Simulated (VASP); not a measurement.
A run of VASP 6.6.1 is set up as follows.

File INCAR:

```
SYSTEM = Ga2Sb
ALGO = Fast
EDIFF = 1E-7
EDIFFG = -0.01
ENCUT = 600
GGA = PE
IBRION = 2
ISIF = 3
ISMEAR = 0
LASPH = .TRUE.
LCHARG = .FALSE.
LREAL = .FALSE.
LWAVE = .FALSE.
NELM = 60
NSW = 80
PREC = Accurate
SIGMA = 0.1
```

Contents of KPOINTS:

```
k-points
0
G
  12 12 10
  0 0 0
```

Contents of POSCAR:

```
Ga2Sb
1.0
    4.4001889878      0.0000000000      0.0000000000
   -2.2000944939      3.8106754449      0.0000000000
    0.0000000000      0.0000000000      4.0676142228
Sb Ga
1 2
Direct
    0.0000000000      0.0000000000      0.0000000000
    0.3333333333      0.6666666667      0.5000000000
    0.6666666667      0.3333333333      0.5000000000
```

Potentials or basis: VASP PAW PBE potentials, release 64 (Sb, Ga_d).

Launch:

```sh
$ cat potpaw_PBE.64/Sb/POTCAR potpaw_PBE.64/Ga_d/POTCAR > POTCAR
$ mpirun -np 1 vasp_std > vasp.out
```

Problem. Predict the relaxed cell.

Solution. a = 4.877 Å, b = 4.877 Å, c = 3.294 Å, α = 90.00°, β = 90.00°, γ = 120.00°.

Problem. What does it give for the relaxed volume?

Solution. 22.62 Å³/atom.

Problem. Estimate the space group after relaxing (to 0.1 Å).

Solution. P6/mmm (No. 191).

The path:
```csv
step,energy change (eV),largest force (eV/Å),pressure (GPa),volume (Å³)
1,0.0000,0.0000,0.85,68.20
2,-0.0230,0.0000,-0.09,69.40
3,-0.0414,0.0000,-1.77,72.01
4,-0.0545,0.0000,-1.57,71.49
5,-0.0642,0.0000,-1.29,70.89
6,-0.0860,0.0000,-0.55,69.61
7,-0.1554,0.0000,0.95,66.73
8,0.1945,0.0000,9.75,59.65
9,-0.1639,0.0000,1.69,65.60
10,-0.1654,0.0000,1.51,65.88
11,-0.1533,0.0000,1.05,66.60
12,-0.1684,0.0000,1.31,66.09
13,-0.1750,0.0000,0.41,67.30
14,-0.1757,0.0000,0.02,67.88
15,-0.1757,0.0000,0.08,67.85
16,-0.1757,0.0000,0.04,67.87
```

Caveat: a cell axis changed by over 15 % at a fixed basis, so the end point is rough.
